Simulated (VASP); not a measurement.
A run of VASP 6.6.1:

File INCAR:

```
SYSTEM = Cu5Si3
PREC = Accurate
ENCUT = 400
EDIFF = 1E-6
ISMEAR = -1
SIGMA = 0.1853
LREAL = Auto
LASPH = .TRUE.
NELM = 120
ALGO = Normal
ISIF = 2
LWAVE = .FALSE.
LCHARG = .FALSE.
GGA = PE
ISYM = -1
NBANDS = 81
GGA_COMPAT = .FALSE.
```

The input KPOINTS:

```
explicit points
1
Reciprocal
  0.25000000   0.25000000   0.25000000 1
```

POSCAR

```
Cu5Si3
1.0
    6.0333080000     -0.0687010000      0.0339860000
   -0.0687010000      6.3113540000     -0.0708020000
    0.0339860000     -0.0708020000      5.9927160000
Cu Si
10 6
Direct
    0.4974637303      0.2843276522      0.4903987047
    0.7133140999      0.6230448863      0.4311522740
    0.6338772139      0.1482557115     -0.0421982537
    0.7492815643      0.9367949536      0.6592212735
    0.0332170213      0.2147866621      0.6178584821
    0.5268190371      0.5397588373      0.7806291060
    0.3674018465      0.9309983080      0.6968167727
    0.4548734621      0.4288006938      0.1505425282
    0.1562749815      0.7084402669      0.1035855572
    0.3595769688     -0.0115566001      0.3190857345
    0.0503369287      0.6758737326      0.6884012960
    0.5673623205      0.7625410500      0.0716384784
    0.8824837582      0.4824365527     -0.0119297528
    0.0701470548      0.1280598166     -0.0266565488
    0.3321202340      0.6402390546      0.4249219832
    0.8365386830      1.2016014388      0.2793706862
```

Potentials or basis: VASP PAW PBE potentials, release 64 (Cu, Si).

Command:

```bash
$ cat potpaw_PBE.64/Cu/POTCAR potpaw_PBE.64/Si/POTCAR > POTCAR
$ mpirun -np 1 vasp_std > vasp.out
```

Hardware: 1 thread of Intel(R) Xeon(R) Platinum 8559C (Emerald Rapids), on a shared host.

How long does it take, and how much memory?

Wall time 39 s on 1 thread of Intel(R) Xeon(R) Platinum 8559C (Emerald Rapids), on a shared host, peak memory 0.23 GiB. Counts: scf iterations 19, k points 1.
